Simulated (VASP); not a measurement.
# BaBe6C3 (Cmmm) in VASP: notebook, part 2 of 2

VASP 6.6.1. Earlier steps stand in the parts before.

**3. Single point, PBE**

This run uses another cell than the first one, of 15.68 Å³/atom.

The input, INCAR:

```
SYSTEM = BaBe6C3
ALGO = Normal ; EDIFF = 1E-7
ENCUT = 520 ; GGA = PE
ISIF = 2 ; ISMEAR = 0
LASPH = .TRUE. ; LCHARG = .FALSE.
LREAL = .FALSE. ; LWAVE = .FALSE.
NBANDS = 28 ; NELM = 100
PREC = Accurate ; SIGMA = 0.1
```

The input, KPOINTS:

```
k-points
0
G
  8 8 8
  0 0 0
```

The input, POSCAR:

```
BaBe6C3
1.0
    2.4256301051     -6.1174892249      0.0000000000
    2.4256301051      6.1174892249      0.0000000000
    0.0000000000      0.0000000000      5.2847703111
Ba Be C
1 6 3
Direct
    0.0000000000      0.0000000000      0.5000000000
    0.0000000000      0.5000000000      0.5000000000
    0.5000000000      0.0000000000      0.5000000000
    0.6026782744      0.3973217256      0.2071091607
    0.6026782744      0.3973217256      0.7928908393
    0.3973217256      0.6026782744      0.2071091607
    0.3973217256      0.6026782744      0.7928908393
    0.6559674229      0.3440325771      0.5000000000
    0.3440325771      0.6559674229      0.5000000000
    0.5000000000      0.5000000000      0.0000000000
```

Potentials or basis: VASP PAW PBE potentials, release 64 (Ba_sv, Be, C).

Command:

```console
$ cat potpaw_PBE.64/Ba_sv/POTCAR potpaw_PBE.64/Be/POTCAR potpaw_PBE.64/C/POTCAR > POTCAR
$ mpirun -np 1 vasp_std > vasp.out
```

OUTCAR:

```text
SYSTEM = BaBe6C3
   EDIFF = 1E-7
   ENCUT = 520
   GGA = PE
   ISIF = 2
   ISMEAR = 0
   LASPH = .TRUE.
   LREAL = .FALSE.
   NELM = 100
   PREC = Accurate

 ion  position               nearest neighbor table
   1  0.000  0.000  0.500-   8 3.09   9 3.09   8 3.09   9 3.09   7 3.14   5 3.14   4 3.14   5 3.14
                             4 3.14   6 3.14   7 3.14   6 3.14   3 3.29   2 3.29   3 3.29   2 3.29
   2  0.000  0.500  0.500-   8 1.67   9 1.67   1 3.29   1 3.29
   3  0.500  0.000  0.500-   8 1.67   9 1.67   1 3.29   1 3.29
   4  0.603  0.397  0.207-  10 1.67   8 1.68   5 2.19   1 3.14   1 3.14
   5  0.603  0.397  0.793-  10 1.67   8 1.68   4 2.19   1 3.14   1 3.14
   6  0.397  0.603  0.207-  10 1.67   9 1.68   7 2.19   1 3.14   1 3.14
   7  0.397  0.603  0.793-  10 1.67   9 1.68   6 2.19   1 3.14   1 3.14
   8  0.656  0.344  0.500-   2 1.67   3 1.67   4 1.68   5 1.68   1 3.09   1 3.09
   9  0.344  0.656  0.500-   2 1.67   3 1.67   6 1.68   7 1.68   1 3.09   1 3.09
  10  0.500  0.500  0.000-   4 1.67   5 1.67   6 1.67   7 1.67

  LATTYP: Found a base centered orthorhombic cell.
 ALAT       =     4.8512602102
 B/A-ratio  =     2.5220206544
 C/A-ratio  =     1.0893603068

  Lattice vectors:

 A1 = (   2.4256301051,  -6.1174892249,   0.0000000000)
 A2 = (   2.4256301051,   6.1174892249,   0.0000000000)
 A3 = (   0.0000000000,   0.0000000000,   5.2847703111)

Analysis of symmetry for initial positions (statically):
=====================================================================
 Subroutine PRICEL returns:
 Original cell was already a primitive cell.

 Routine SETGRP: Setting up the symmetry group for a
 base centered orthorhombic supercell.

 Subroutine GETGRP returns: Found  8 space group operations
 (whereof  8 operations were pure point group operations)
 out of a pool of  8 trial point group operations.

The static configuration has the point symmetry D_2h.

Analysis of symmetry for dynamics (positions and initial velocities):
=====================================================================
 Subroutine PRICEL returns:
 Original cell was already a primitive cell.

 Routine SETGRP: Setting up the symmetry group for a
 base centered orthorhombic supercell.

 Subroutine GETGRP returns: Found  8 space group operations
 (whereof  8 operations were pure point group operations)
 out of a pool of  8 trial point group operations.

The dynamic configuration has the point symmetry D_2h.

 Subroutine INISYM returns: Found  8 space group operations
 (whereof  8 operations are pure point group operations),
 and found     1 'primitive' translations

----------------------------------------------------------------------------------------

                                     Primitive cell

  volume of cell :     156.8389

  direct lattice vectors                    reciprocal lattice vectors
     2.425630105 -6.117489225  0.000000000     0.206132006 -0.081732878  0.000000000
     2.425630105  6.117489225  0.000000000     0.206132006  0.081732878  0.000000000
     0.000000000  0.000000000  5.284770311     0.000000000  0.000000000  0.189222982

  length of vectors
     6.580832457  6.580832457  5.284770311     0.221744599  0.221744599  0.189222982

  position of ions in fractional coordinates (direct lattice)
     0.000000000  0.000000000  0.500000000
     0.000000000  0.500000000  0.500000000
     0.500000000  0.000000000  0.500000000
[... 76 lines left out ...]
   total plane-waves  NPLWV = 100000
   dimension x,y,z NGX =    50 NGY =   50 NGZ =   40
   dimension x,y,z NGXF=   100 NGYF=  100 NGZF=   80
   ions per type =               1   6   3
   NGX,Y,Z   is equivalent  to a cutoff of  12.63, 12.63, 12.58 a.u.
   NGXF,Y,Z  is equivalent  to a cutoff of  25.26, 25.26, 25.17 a.u.
 SYSTEM =  BaBe6C3
   PREC   = accura    normal or accurate (medium, high low for compatibility)
   ISTART =      0    job   : 0-new  1-cont  2-samecut
   ICHARG =      2    charge: 1-file 2-atom 10-const
   ISPIN  =      1    spin polarized calculation?
   LNONCOLLINEAR =      F non collinear calculations
   LSORBIT =      F    spin-orbit coupling
   LASPH  =      T    aspherical Exc in radial PAW
   ENCUT  =  520.0 eV  38.22 Ry    6.18 a.u.  12.24 12.24  9.83*2*pi/ulx,y,z
   NELM   =    100;   NELMIN=  2; NELMDL= -5     # of ELM steps
   EDIFF  = 0.1E-06   stopping-criterion for ELM
   LREAL  =      F    real-space projection
   EDIFFG = 0.1E-05   stopping-criterion for IOM
   NSW    =      0    number of steps for IOM
   IBRION =     -1    ionic relax: 0-MD 1-quasi-New 2-CG
   NFREE  =      0    steps in history (QN), initial steepest desc. (CG)
   ISIF   =      2    stress and relaxation
   ISYM   =      2    0-nonsym 1-usesym 2-fastsym
   POTIM  = 0.5000    time-step for ionic-motion
   TEBEG  =    0.0;   TEEND  =   0.0 temperature during run
   PSTRESS=    0.0 pullay stress
   NELECT =      34.0000    total number of electrons
   NUPDOWN=      -1.0000    fix difference up-down
   EMIN   =  10.00;   EMAX   =-10.00  energy-range for DOS
   EFERMI =   0.00;   METHOD = LEGACY
   ISMEAR =     0;   SIGMA  =   0.10  broadening in eV -4-tet -1-fermi 0-gaus
   EFERMI_NEDOS =   21; number of points for ismear=-14 and -15
   IALGO  =     38    algorithm
   IMIX   =      4    mixing-type and parameters
     AMIX     =   0.40;   BMIX     =  1.00
     AMIX_MAG =   1.60;   BMIX_MAG =  1.00
  volume/ion in A,a.u.               =      15.68       105.84
  Fermi-wavevector in a.u.,A,eV,Ry     =   0.983444  1.858441 13.159051  0.967163
  Thomas-Fermi vector in A             =   2.114603
   LORBIT       =      0    0 simple, 1 ext, 2 COOP (PROOUT), +10 PAW based schemes
   GGA     = PE    functional components
   LHFCALC =     F    Hartree Fock is set to
   AEXX    =    0.0000 exact exchange contribution
   IVDW    =     0    specifies the selected vdW correction
   LEPSILON=     F    determine dielectric tensor
   LRPA    =     F    only Hartree local field effects (RPA)
 non-spin polarized calculation
 Gauss-broadening in eV      SIGMA  =   0.10
  energy-cutoff  :      520.00
  volume of cell :      156.84
 maximum number of plane-waves:      4250
 NGX is ok and might be reduce to    50
   NGX = 25   NGY = 25   NGZ = 19

 number of electron      33.9999999 magnetization

 Free energy of the ion-electron system (eV)
  ---------------------------------------------------
  ext. energy  EPLUGINS =         0.00000000
  ---------------------------------------------------
  free energy    TOTEN  =       -49.91659952 eV

  energy without entropy =      -49.90641581  energy(sigma->0) =      -49.91150767

 E-fermi :   3.0123     XC(G=0):  -8.5222

 val. band max:        3.0119276974   @ k =   0.3750   0.3750   0.3750
 cond. band min:       3.0151210571   @ k =   0.5000   0.0000   0.0000
 fundamental gap:      0.0031933598
 Fermi energy:         3.0123150033

 k-point     1 :       0.0000    0.0000    0.0000
  band No.  band energies     occupation
      1     -25.3641      2.00000
      2     -10.8825      2.00000
      3     -10.7167      2.00000
      4     -10.6407      2.00000
      5      -9.0854      2.00000
      6      -8.5177      2.00000
[... 733 lines left out ...]
     27       7.5382      0.00000
     28       8.0915      0.00000

 [... further k-points ...]

------------------------ aborting loop because EDIFF is reached ----------------------------------------

  FORCE on cell =-STRESS in cart. coord.  units (eV):
  Direction    XX          YY          ZZ          XY          YZ          ZX
  --------------------------------------------------------------------------------------
  -------------------------------------------------------------------------------------
  Total        0.4826943      0.3605495      0.1498691     -0.0000000      0.0000000      0.0000000
  in kB        4.9309301      3.6831684      1.5309771     -0.0000000      0.0000000      0.0000000
  external PRESSURE =       3.3816919 kB  Pullay stress =       0.0000000 kB

 VOLUME and BASIS-vectors are now :
 -----------------------------------------------------------------------------
  energy-cutoff  :      520.00
  volume of cell :      156.84
      direct lattice vectors                 reciprocal lattice vectors
     2.425630105 -6.117489225  0.000000000     0.206132006 -0.081732878  0.000000000
     2.425630105  6.117489225  0.000000000     0.206132006  0.081732878  0.000000000
     0.000000000  0.000000000  5.284770311     0.000000000  0.000000000  0.189222982

 POSITION                                       TOTAL-FORCE (eV/Angst)
 -----------------------------------------------------------------------------------
      0.00000      0.00000      2.64239        -0.000000      0.000000      0.000000
      1.21282      3.05874      2.64239        -0.000000      0.000000      0.000000
      1.21282     -3.05874      2.64239        -0.000000      0.000000      0.000000
      2.42563     -1.25627      1.09452        -0.000000     -0.017961     -0.001445
      2.42563     -1.25627      4.19025        -0.000000     -0.017961      0.001445
      2.42563      1.25627      1.09452        -0.000000      0.017961     -0.001445
      2.42563      1.25627      4.19025        -0.000000      0.017961      0.001445
      2.42563     -1.90826      2.64239        -0.000000     -0.030259      0.000000
      2.42563      1.90826      2.64239        -0.000000      0.030259     -0.000000
      2.42563      0.00000      0.00000         0.000000      0.000000      0.000000
 -----------------------------------------------------------------------------------
    total drift:                               -0.000000     -0.000000     -0.000000

  FREE ENERGIE OF THE ION-ELECTRON SYSTEM (eV)
  ---------------------------------------------------
  free  energy   TOTEN  =       -49.9165995229 eV

  energy  without entropy=      -49.9064158102  energy(sigma->0) =      -49.91150767
```

It took 6.6 min on 1 thread of Intel Xeon 6975P-C (Granite Rapids), shared host; peak memory 0.59 GiB.

What came out:

```yaml
Free_energy: -49.9166 eV
Pressure: 0.3 GPa
Largest_force: 0.030 eV/Å
Band_gap_on_the_k_mesh: zero (bands 17 and 18 overlap by 0.60 eV)
```

Forces on the atoms (eV/Å):
```
Ba   0.000  0.000  0.000
Be   0.000  0.000  0.000
Be   0.000  0.000  0.000
Be   0.000 -0.018 -0.001
Be   0.000 -0.018  0.001
Be   0.000  0.018 -0.001
Be   0.000  0.018  0.001
C    0.000 -0.030  0.000
C    0.000  0.030  0.000
C    0.000  0.000  0.000
```

Stress tensor (GPa, compression positive):
```
0.49 0.00 0.00
0.00 0.37 0.00
0.00 0.00 0.15
```

Caveat: spin-orbit coupling is left out, which moves the levels of the heavy elements.

**4. Single point, PBE, collinear spin**

The input, INCAR:

```
PREC = Accurate
ENCUT = 520
EDIFF = 1E-7
ISMEAR = 0
SIGMA = 0.1
LREAL = F
LASPH = T
NELM = 150
ALGO = Normal
ISIF = 2
LWAVE = F
LCHARG = F
ISPIN = 2
MAGMOM = 0 0 0 0 0 0 0 1 1 1
LORBIT = 11
GGA = PE
NBANDS = 32
```

The input, KPOINTS:

```
regular mesh
0
Gamma
  4 4 4
```

The input, POSCAR:

```
BaBe6C3
1.0
    2.7378712200     -6.3258922200      0.0000000000
    2.7378712200      6.3258922200      0.0000000000
    0.0000000000      0.0000000000      4.8510758800
Ba Be C
1 6 3
Direct
    0.0000000000      0.0000000000      0.5000000000
    0.0000000000      0.5000000000      0.5000000000
    0.5000000000      0.0000000000      0.5000000000
    0.5890242300      0.4109757700      0.2500000000
    0.5890242300      0.4109757700      0.7500000000
    0.4109757700      0.5890242300      0.2500000000
    0.4109757700      0.5890242300      0.7500000000
    0.6780484600      0.3219515400      0.5000000000
    0.3219515400      0.6780484600      0.5000000000
    0.5000000000      0.5000000000      0.0000000000
```

Command:

```console
$ cat potpaw_PBE.64/Ba_sv/POTCAR potpaw_PBE.64/Be/POTCAR potpaw_PBE.64/C/POTCAR > POTCAR
$ mpirun -np 1 vasp_std > vasp.out
```

It took 4.2 min on 1 thread of Intel Xeon 6975P-C (Granite Rapids), shared host; peak memory 0.48 GiB.

Results (log left out):

- Free energy: -49.5021 eV
- Pressure: 0.3 GPa
- Largest force: 0.316 eV/Å
- Band gap on the k mesh: zero (filled and empty bands overlap)
- Net moment: 0.00 μB per cell
- Valence electrons inside the program's atomic spheres: Ba 7.95; Be 1.20, 1.27 (each value once); C 2.52, 2.49 (each value once)

Forces in eV/Å, atoms in the order of the input:
```
Ba   0.000  0.000  0.000
Be   0.000  0.000  0.000
Be   0.000  0.000  0.000
Be   0.000  0.125 -0.240
Be   0.000  0.125  0.240
Be   0.000 -0.125 -0.240
Be   0.000 -0.125  0.240
C    0.000 -0.316  0.000
C    0.000  0.316  0.000
C    0.000  0.000  0.000
```

Stress tensor (GPa, compression positive):
```
-1.36  0.00  0.00
 0.00  2.78  0.00
 0.00  0.00 -0.50
```

Levels at points of the mesh, in eV from the Fermi level:
Spin up:
| k point | band 13 | band 14 | band 15 | band 16 | band 17 | band 18 | band 19 | band 20 | band 21 | band 22 |
| --- | --- | --- | --- | --- | --- | --- | --- | --- | --- | --- |
| (0.00, 0.00, 0.00) | -4.59 | -4.25 | -3.14 | -2.66 | -0.89 | -0.63 | 0.25 | 1.06 | 1.47 | 1.64 |
| (0.50, 0.00, 0.00) | -4.26 | -3.75 | -3.74 | -3.16 | -0.66 | 0.53 | 1.15 | 1.55 | 1.66 | 1.85 |
| (0.50, 0.50, 0.00) | -4.32 | -4.31 | -3.11 | -2.77 | -2.15 | 0.05 | 0.15 | 1.22 | 1.24 | 1.29 |
| (0.00, 0.00, 0.50) | -4.20 | -4.19 | -3.85 | -3.04 | 0.81 | 0.84 | 0.84 | 1.70 | 1.74 | 1.82 |
| (0.50, 0.00, 0.50) | -4.07 | -3.78 | -3.69 | -3.34 | -0.55 | 0.23 | 0.93 | 1.57 | 1.76 | 1.77 |
| (0.50, 0.50, 0.50) | -4.28 | -3.95 | -3.90 | -3.65 | -0.55 | 1.16 | 1.64 | 1.93 | 2.03 | 2.24 |
Spin down:
```tsv
k point	band 15	band 16	band 17	band 18	band 19	band 20
(0.00, 0.00, 0.00)	-3.14	-2.66	-0.89	-0.63	0.25	1.06
(0.50, 0.00, 0.00)	-3.74	-3.16	-0.66	0.53	1.15	1.55
(0.50, 0.50, 0.00)	-3.11	-2.77	-2.15	0.05	0.15	1.22
(0.00, 0.00, 0.50)	-3.85	-3.04	0.81	0.84	0.84	1.70
(0.50, 0.00, 0.50)	-3.69	-3.34	-0.55	0.23	0.93	1.57
(0.50, 0.50, 0.50)	-3.90	-3.65	-0.55	1.16	1.64	1.93
```

Caveat: spin-orbit coupling is left out, which moves the levels of the heavy elements.

**5. Summary**

```tsv
spin	cell	k mesh	gap on the mesh (eV)	pressure (GPa)	largest force (eV/Å)
off	a = 6.893, b = 6.893, c = 4.851 Å, angles 90.0, 90.0, 133.2°, 10 atoms, atomic positions A	4 × 4 × 4	none	0.3	0.32
off	a = 6.581, b = 6.581, c = 5.285 Å, angles 90.0, 90.0, 136.7°, 10 atoms, atomic positions B	8 × 8 × 8	none	0.3	0.03
collinear	a = 6.893, b = 6.893, c = 4.851 Å, angles 90.0, 90.0, 133.2°, 10 atoms, atomic positions A	4 × 4 × 4	none	0.3	0.32
```

Alike in all rows: task single point; level PBE; potentials or basis VASP PAW PBE potentials, release 64 (Ba_sv, Be, C); cutoff (eV) 520; smearing gaussian 0.1 eV.

Caveats: spin-orbit coupling is left out, which moves the levels of the heavy elements.

Absolute energies hang on the potentials; compare differences alone.
